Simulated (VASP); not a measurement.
# P3OsW (P4mm) in VASP: notebook

P3OsW is run at these levels: PBE; tasks: single point, relaxation of cell and atoms.

All numbers are computed with VASP 6.6.1; they aren't measurements. Logs are shortened: lines on timing, memory, paths and dates and some standing lists are left out, and cuts for length are marked.

## 1. The cell of the first run

The structure is tetragonal, space group P4mm (No. 99). The conventional cell has a = 3.582 Å, b = 3.582 Å, c = 6.493 Å, α = 90.00°, β = 90.00°, γ = 90.00°. Within 3.3 Å of P (site symmetry 4mm) lie 1 Os at 2.42 Å and 4 W at 2.71 Å and 4 P at 3.21 Å. Within 3.0 Å of P (site symmetry 2mm) lie 2 Os at 2.28 Å and 2 W at 2.48 Å and 4 P at 2.53 Å. Within 3.0 Å of Os (site symmetry 4mm) lie 5 P at 2.28 to 2.42 Å. Within 3.3 Å of W (site symmetry 4mm) lie 8 P at 2.48 to 2.71 Å.

## 2. Single point, PBE

Contents of INCAR:

```
SYSTEM = P3OsW
PREC = Accurate
ENCUT = 520
EDIFF = 1E-6
ISMEAR = 0
SIGMA = 0.1
LREAL = .False.
LASPH = .True.
NELM = 60
ALGO = Normal
ISIF = 2
LWAVE = .False.
LCHARG = .False.
GGA = PE
NBANDS = 26
```

Contents of KPOINTS:

```
regular mesh
0
Gamma
  6 6 4
  0 0 0
```

Contents of POSCAR:

```
P3OsW
1.0
    3.5824469763      0.0000000000      0.0000000000
    0.0000000000      3.5824469763      0.0000000000
    0.0000000000      0.0000000000      6.4929892035
P Os W
3 1 1
Direct
    0.5000000000      0.5000000000      0.9727525114
    0.0000000000      0.5000000000      0.3835301023
    0.5000000000      0.0000000000      0.3835301023
    0.5000000000      0.5000000000      0.6005591286
    0.0000000000      0.0000000000      0.1196281555
```

Potentials or basis: VASP PAW PBE potentials, release 64 (P, Os, W_sv).

Run with:

```console
cat potpaw_PBE.64/P/POTCAR potpaw_PBE.64/Os/POTCAR potpaw_PBE.64/W_sv/POTCAR > POTCAR
mpirun -np 1 vasp_std > vasp.out
```

OUTCAR:

```text
SYSTEM = P3OsW
   PREC = Accurate
   ENCUT = 520
   EDIFF = 1E-6
   ISMEAR = 0
   LREAL = .False.
   LASPH = .True.
   NELM = 60
   ISIF = 2
   GGA = PE

 ion  position               nearest neighbor table
   1  0.500  0.500  0.973-   4 2.42   5 2.71   5 2.71   5 2.71   5 2.71
   2  0.000  0.500  0.384-   4 2.28   4 2.28   5 2.48   5 2.48   3 2.53   3 2.53   3 2.53   3 2.53

   3  0.500  0.000  0.384-   4 2.28   4 2.28   5 2.48   5 2.48   2 2.53   2 2.53   2 2.53   2 2.53

   4  0.500  0.500  0.601-   2 2.28   3 2.28   3 2.28   2 2.28   1 2.42
   5  0.000  0.000  0.120-   2 2.48   3 2.48   2 2.48   3 2.48   1 2.71   1 2.71   1 2.71   1 2.71

  LATTYP: Found a simple tetragonal cell.
 ALAT       =     3.5824469763
 C/A-ratio  =     1.8124453052

  Lattice vectors:

 A1 = (   3.5824469763,   0.0000000000,   0.0000000000)
 A2 = (   0.0000000000,   3.5824469763,   0.0000000000)
 A3 = (   0.0000000000,   0.0000000000,   6.4929892035)

Analysis of symmetry for initial positions (statically):
=====================================================================
 Subroutine PRICEL returns:
 Original cell was already a primitive cell.

 Routine SETGRP: Setting up the symmetry group for a
 simple tetragonal supercell.

 Subroutine GETGRP returns: Found  8 space group operations
 (whereof  8 operations were pure point group operations)
 out of a pool of 16 trial point group operations.

The static configuration has the point symmetry C_4v.

Analysis of symmetry for dynamics (positions and initial velocities):
=====================================================================
 Subroutine PRICEL returns:
 Original cell was already a primitive cell.

 Routine SETGRP: Setting up the symmetry group for a
 simple tetragonal supercell.

 Subroutine GETGRP returns: Found  8 space group operations
 (whereof  8 operations were pure point group operations)
 out of a pool of 16 trial point group operations.

The dynamic configuration has the point symmetry C_4v.

 Subroutine INISYM returns: Found  8 space group operations
 (whereof  8 operations are pure point group operations),
 and found     1 'primitive' translations

----------------------------------------------------------------------------------------
[... 84 lines left out ...]
   dimension x,y,z NGX =    28 NGY =   28 NGZ =   48
   dimension x,y,z NGXF=    56 NGYF=   56 NGZF=   96
   ions per type =               3   1   1
   NGX,Y,Z   is equivalent  to a cutoff of  12.99, 12.99, 12.29 a.u.
   NGXF,Y,Z  is equivalent  to a cutoff of  25.99, 25.99, 24.58 a.u.
 SYSTEM =  P3OsW
   PREC   = accura    normal or accurate (medium, high low for compatibility)
   ISTART =      0    job   : 0-new  1-cont  2-samecut
   ICHARG =      2    charge: 1-file 2-atom 10-const
   ISPIN  =      1    spin polarized calculation?
   LNONCOLLINEAR =      F non collinear calculations
   LSORBIT =      F    spin-orbit coupling
   LASPH  =      T    aspherical Exc in radial PAW
   ENCUT  =  520.0 eV  38.22 Ry    6.18 a.u.   6.66  6.66 12.07*2*pi/ulx,y,z
   NELM   =     60;   NELMIN=  2; NELMDL= -5     # of ELM steps
   EDIFF  = 0.1E-05   stopping-criterion for ELM
   LREAL  =      F    real-space projection
[... 7 lines left out ...]
   TEBEG  =    0.0;   TEEND  =   0.0 temperature during run
   PSTRESS=    0.0 pullay stress
   NELECT =      37.0000    total number of electrons
   NUPDOWN=      -1.0000    fix difference up-down
   EMIN   =  10.00;   EMAX   =-10.00  energy-range for DOS
   EFERMI =   0.00;   METHOD = LEGACY
   ISMEAR =     0;   SIGMA  =   0.10  broadening in eV -4-tet -1-fermi 0-gaus
   EFERMI_NEDOS =   21; number of points for ismear=-14 and -15
   IALGO  =     38    algorithm
   IMIX   =      4    mixing-type and parameters
     AMIX     =   0.40;   BMIX     =  1.00
     AMIX_MAG =   1.60;   BMIX_MAG =  1.00
  volume/ion in A,a.u.               =      16.67       112.47
  Fermi-wavevector in a.u.,A,eV,Ry     =   1.248937  2.360149 21.222974  1.559845
  Thomas-Fermi vector in A             =   2.383001
   LORBIT       =      0    0 simple, 1 ext, 2 COOP (PROOUT), +10 PAW based schemes
   GGA     = PE    functional components
   LHFCALC =     F    Hartree Fock is set to
   AEXX    =    0.0000 exact exchange contribution
   IVDW    =     0    specifies the selected vdW correction
   LEPSILON=     F    determine dielectric tensor
   LRPA    =     F    only Hartree local field effects (RPA)
 non-spin polarized calculation
 Gauss-broadening in eV      SIGMA  =   0.10
  energy-cutoff  :      520.00
  volume of cell :       83.33
 maximum number of plane-waves:      2264
 NGX is ok and might be reduce to    28
   NGX = 13   NGY = 13   NGZ = 25

 number of electron      37.0000000 magnetization

 Free energy of the ion-electron system (eV)
  ---------------------------------------------------
  ext. energy  EPLUGINS =         0.00000000
  ---------------------------------------------------
  free energy    TOTEN  =       -39.30805122 eV

  energy without entropy =      -39.29253567  energy(sigma->0) =      -39.30029345

 E-fermi :   8.7216     XC(G=0): -11.4331

 val. band max:        8.6937674082   @ k =   0.3333   0.3333   0.2500
 cond. band min:       8.7503364220   @ k =   0.3333   0.3333   0.0000
 fundamental gap:      0.0565690139
 Fermi energy:         8.7216156325

 k-point     1 :       0.0000    0.0000    0.0000
  band No.  band energies     occupation
      1     -66.2347      2.00000
      2     -30.4630      2.00000
      3     -30.4382      2.00000
      4     -30.4382      2.00000
      5      -7.2322      2.00000
      6      -3.0155      2.00000
[... 685 lines left out ...]
     25      12.2065      0.00000
     26      13.6088      0.00000

 [... further k-points ...]
[... 5 lines left out ...]
  --------------------------------------------------------------------------------------
  -------------------------------------------------------------------------------------
  Total        0.1735225      0.1735225      0.2410818      0.0000000      0.0000000     -0.0000000
  in kB        3.3362772      3.3362772      4.6352239      0.0000000      0.0000000     -0.0000000
  external PRESSURE =       3.7692594 kB  Pullay stress =       0.0000000 kB

 VOLUME and BASIS-vectors are now :
 -----------------------------------------------------------------------------
  energy-cutoff  :      520.00
  volume of cell :       83.33
      direct lattice vectors                 reciprocal lattice vectors
     3.582446976  0.000000000  0.000000000     0.279138814  0.000000000  0.000000000
     0.000000000  3.582446976  0.000000000     0.000000000  0.279138814  0.000000000
     0.000000000  0.000000000  6.492989203     0.000000000  0.000000000  0.154012269

 POSITION                                       TOTAL-FORCE (eV/Angst)
 -----------------------------------------------------------------------------------
      1.79122      1.79122      6.31607        -0.000000      0.000000      0.034079
      0.00000      1.79122      2.49026         0.000000      0.000000     -0.080594
      1.79122      0.00000      2.49026         0.000000      0.000000     -0.080594
      1.79122      1.79122      3.89942         0.000000     -0.000000      0.109896
      0.00000      0.00000      0.77674        -0.000000      0.000000      0.017213
 -----------------------------------------------------------------------------------
    total drift:                               -0.000000      0.000000     -0.000373

  FREE ENERGIE OF THE ION-ELECTRON SYSTEM (eV)
  ---------------------------------------------------
  free  energy   TOTEN  =       -39.3080512223 eV

  energy  without entropy=      -39.2925356714  energy(sigma->0) =      -39.30029345
```

OSZICAR:

```text
N       E                     dE             d eps       ncg     rms          rms(c)
DAV:   1     0.270126688635E+03    0.27013E+03   -0.18184E+04  1664   0.136E+03
DAV:   2    -0.207869227572E+02   -0.29091E+03   -0.27989E+03  1636   0.386E+02
DAV:   3    -0.410945910117E+02   -0.20308E+02   -0.19655E+02  2124   0.863E+01
DAV:   4    -0.415989965598E+02   -0.50441E+00   -0.49955E+00  1952   0.142E+01
DAV:   5    -0.416102078821E+02   -0.11211E-01   -0.11188E-01  2124   0.209E+00    0.300E+01
DAV:   6    -0.397513031980E+02    0.18589E+01   -0.13531E+01  1922   0.203E+01    0.102E+01
DAV:   7    -0.398489857367E+02   -0.97683E-01   -0.78367E+00  2046   0.137E+01    0.909E+00
DAV:   8    -0.393983678717E+02    0.45062E+00   -0.40204E+00  2168   0.107E+01    0.565E+00
DAV:   9    -0.393094877987E+02    0.88880E-01   -0.34527E-01  2106   0.375E+00    0.714E-01
DAV:  10    -0.393084242667E+02    0.10635E-02   -0.44959E-02  2206   0.115E+00    0.390E-01
DAV:  11    -0.393080845501E+02    0.33972E-03   -0.26278E-03  1942   0.345E-01    0.305E-01
DAV:  12    -0.393081058275E+02   -0.21277E-04   -0.31955E-04  1880   0.981E-02    0.941E-02
DAV:  13    -0.393080516716E+02    0.54156E-04   -0.29603E-04  2228   0.111E-01    0.362E-02
DAV:  14    -0.393080520739E+02   -0.40228E-06   -0.19980E-05  1760   0.264E-02    0.123E-02
DAV:  15    -0.393080512223E+02    0.85160E-06   -0.24521E-06  1192   0.895E-03
   1 F= -.39308051E+02 E0= -.39300293E+02  d E =-.155156E-01
```

stdout:

```text
POSCAR found type information on POSCAR P OsW
 POSCAR found :  3 types and       5 ions
 scaLAPACK will be used
 LDA part: xc-table for (Slater+PW92), standard interpolation
 POSCAR, INCAR and KPOINTS ok, starting setup
 FFT: planning ... GRIDC
 FFT: planning ... GRID_SOFT
 FFT: planning ... GRID
 WAVECAR not read
 entering main loop
```

Run time: 62 s. Hardware: 1 thread of Intel Xeon Platinum 8259CL at 2.50GHz (Skylake/Cascade Lake), shared host; peak memory 0.22 GiB.

Results:

* Free energy: -39.3081 eV
* Pressure: 0.4 GPa
* Largest force: 0.110 eV/Å
* Band gap on the k mesh: zero (an odd number of electrons rules out a gap without spin polarisation)

Forces in eV/Å, atoms in the order of the input:
```
P    0.000  0.000  0.034
P    0.000  0.000 -0.081
P    0.000  0.000 -0.081
Os   0.000  0.000  0.110
W    0.000  0.000  0.017
```

Caveat: spin-orbit coupling is left out, which moves the levels of the heavy elements; an odd number of electrons without spin polarisation forces a metal; a magnetic or distorted state may lie lower.

## 3. Relaxation of cell and atoms, PBE

This run uses another cell than the first one, of 13.93 Å³/atom.

Contents of INCAR:

```
SYSTEM = P3OsW
PREC = Accurate ; ENCUT = 600
EDIFF = 1E-6 ; ISMEAR = 0
SIGMA = 0.1 ; LREAL = .FALSE.
LASPH = .TRUE. ; NELM = 100
ALGO = Normal ; ISIF = 3
LWAVE = .FALSE. ; LCHARG = .FALSE.
GGA = PE ; IBRION = 2
NSW = 90 ; EDIFFG = -0.04
```

Contents of KPOINTS:

```
regular mesh
0
G
  4 4 4
  0 0 0
```

Contents of POSCAR:

```
P3OsW
1.0
    4.0971405231      0.0000000000      0.0000000000
    0.0000000000      4.0971405231      0.0000000000
    0.0000000000      0.0000000000      4.1484831362
P Os W
3 1 1
Direct
    0.5000000000      0.5000000000      0.9750000000
    0.0000000000      0.5000000000      0.4850000000
    0.5000000000      0.0000000000      0.4850000000
    0.5000000000      0.5000000000      0.5150000000
    0.0000000000      0.0000000000      0.0000000000
```

Potentials or basis: VASP PAW PBE potentials, release 64 (P, Os, W_sv).

Run with:

```console
cat potpaw_PBE.64/P/POTCAR potpaw_PBE.64/Os/POTCAR potpaw_PBE.64/W_sv/POTCAR > POTCAR
mpirun -np 1 vasp_std > vasp.out
```

Run time: 24 min. Hardware: 1 thread of Intel Xeon Platinum 8259CL at 2.50GHz (Skylake/Cascade Lake), shared host; peak memory 0.25 GiB.

It converged, with:

- Free energy: -39.3492 eV
- Relaxed volume: 16.72 Å³/atom
- Relaxed cell: a = 3.649 Å, b = 3.649 Å, c = 6.278 Å, α = 90.00°, β = 90.00°, γ = 90.00°
- Space group after relaxing (to 0.1 Å): P4mm (No. 99)
- Pressure after relaxing: 0.0 GPa
- Largest force after relaxing: 0.033 eV/Å
- Band gap on the k mesh: zero (an odd number of electrons rules out a gap without spin polarisation)

Forces in eV/Å, atoms in the order of the input:
```
P    0.000  0.000  0.033
P    0.000  0.000 -0.018
P    0.000  0.000 -0.018
Os   0.000  0.000 -0.019
W    0.000  0.000  0.023
```

Stress tensor (GPa, compression positive):
```
 0.07  0.00  0.00
 0.00  0.07  0.00
 0.00  0.00 -0.19
```

Final structure:
```yaml
crystal:
  lattice:
    - [3.64888, 0.00000, 0.00000]
    - [0.00000, 3.64888, 0.00000]
    - [0.00000, 0.00000, 6.27762]
  atoms:
    - { symbol: P, position: [0.50000, 0.50000, 0.98256] }
    - { symbol: P, position: [0.00000, 0.50000, 0.38185] }
    - { symbol: P, position: [0.50000, 0.00000, 0.38185] }
    - { symbol: Os, position: [0.50000, 0.50000, 0.59988] }
    - { symbol: W, position: [0.00000, 0.00000, 0.11387] }
```

Levels at points of the mesh, in eV from the Fermi level:
| k point | band 16 | band 17 | band 18 | band 19 | band 20 | band 21 | band 22 |
| --- | --- | --- | --- | --- | --- | --- | --- |
| (0.00, 0.00, 0.00) | -2.03 | -2.03 | -1.72 | -0.57 | 0.12 | 1.29 | 2.88 |
| (0.50, 0.00, 0.00) | -2.33 | -1.68 | -0.79 | -0.66 | 0.68 | 1.37 | 2.06 |
| (0.50, 0.50, 0.00) | -1.98 | -0.79 | -0.73 | -0.73 | 0.23 | 0.44 | 0.97 |
| (0.00, 0.00, 0.50) | -1.66 | -0.66 | -0.62 | -0.62 | 0.49 | 0.60 | 2.31 |
| (0.50, 0.00, 0.50) | -2.68 | -1.42 | -0.87 | -0.80 | 0.38 | 0.85 | 1.20 |
| (0.50, 0.50, 0.50) | -1.98 | -0.49 | -0.49 | -0.06 | 0.23 | 0.45 | 2.10 |

Caveat: the k points lie up to 0.43 Å⁻¹ apart in the final cell, too coarse for converged energies and pressures of a metal; the volume moved by over 15 % at a fixed basis, so the end points are rough; spin-orbit coupling is left out, which moves the levels of the heavy elements; an odd number of electrons without spin polarisation forces a metal; a magnetic or distorted state may lie lower.

## 4. Single point, PBE

This run uses another cell than the first one, of 16.61 Å³/atom.

Contents of INCAR:

```
SYSTEM = P3OsW
PREC = Accurate ; ENCUT = 520
EDIFF = 1E-6 ; ISMEAR = 0
SIGMA = 0.1 ; LREAL = .False.
LASPH = .True. ; NELM = 100
ALGO = Normal ; ISIF = 2
LWAVE = .False. ; LCHARG = .True.
GGA = PE ; LELF = .True.
LVHAR = .True. ; NBANDS = 26
```

Contents of KPOINTS:

```
regular mesh
0
Gamma
  10 10 6
  0 0 0
```

Contents of POSCAR:

```
P3OsW
1.0
    3.6243690900      0.0000000000      0.0000000000
    0.0000000000      3.6243690900      0.0000000000
    0.0000000000      0.0000000000      6.3216627817
P Os W
3 1 1
Direct
    0.5000000000      0.5000000000      0.9808958732
    0.0000000000      0.5000000000      0.3814058758
    0.5000000000      0.0000000000      0.3814058758
    0.5000000000      0.5000000000      0.6026870691
    0.0000000000      0.0000000000      0.1136053062
```

Run with:

```console
cat potpaw_PBE.64/P/POTCAR potpaw_PBE.64/Os/POTCAR potpaw_PBE.64/W_sv/POTCAR > POTCAR
mpirun -np 1 vasp_std > vasp.out
```

Run time: 2.8 min. Hardware: 1 thread of Intel Xeon Platinum 8259CL at 2.50GHz (Skylake/Cascade Lake), shared host; peak memory 0.31 GiB.

The run converged. Its results:

| Item | Value |
| --- | --- |
| Free energy | -39.2679 eV |
| Pressure | 0.4 GPa |
| Largest force | 0.080 eV/Å |
| Band gap on the k mesh | zero (an odd number of electrons rules out a gap without spin polarisation) |

Forces on the atoms (eV/Å):
```
P    0.000  0.000  0.049
P    0.000  0.000 -0.071
P    0.000  0.000 -0.071
Os   0.000  0.000  0.080
W    0.000  0.000  0.014
```

Stress tensor (GPa, compression positive):
```
0.37 0.00 0.00
0.00 0.37 0.00
0.00 0.00 0.47
```

Levels at points of the mesh, in eV from the Fermi level:
```csv
k point,band 17,band 18,band 19,band 20,band 21,band 22
"(0.00, 0.00, 0.00)",-2.19,-1.88,-0.73,-0.16,1.04,2.73
"(0.50, 0.00, 0.00)",-1.89,-0.93,-0.84,0.53,1.22,1.85
"(0.50, 0.50, 0.00)",-0.91,-0.89,-0.89,0.14,0.37,0.77
"(0.00, 0.00, 0.50)",-0.82,-0.76,-0.76,0.27,0.31,2.10
"(0.50, 0.00, 0.50)",-1.64,-1.09,-0.98,0.27,0.59,1.05
"(0.50, 0.50, 0.50)",-0.66,-0.66,-0.27,0.14,0.38,1.83
```

Caveat: spin-orbit coupling is left out, which moves the levels of the heavy elements; an odd number of electrons without spin polarisation forces a metal; a magnetic or distorted state may lie lower.

(Part 1 of 2 ends here.)

The gap in the log of VASP goes by the Fermi energy; the results here count the filled bands.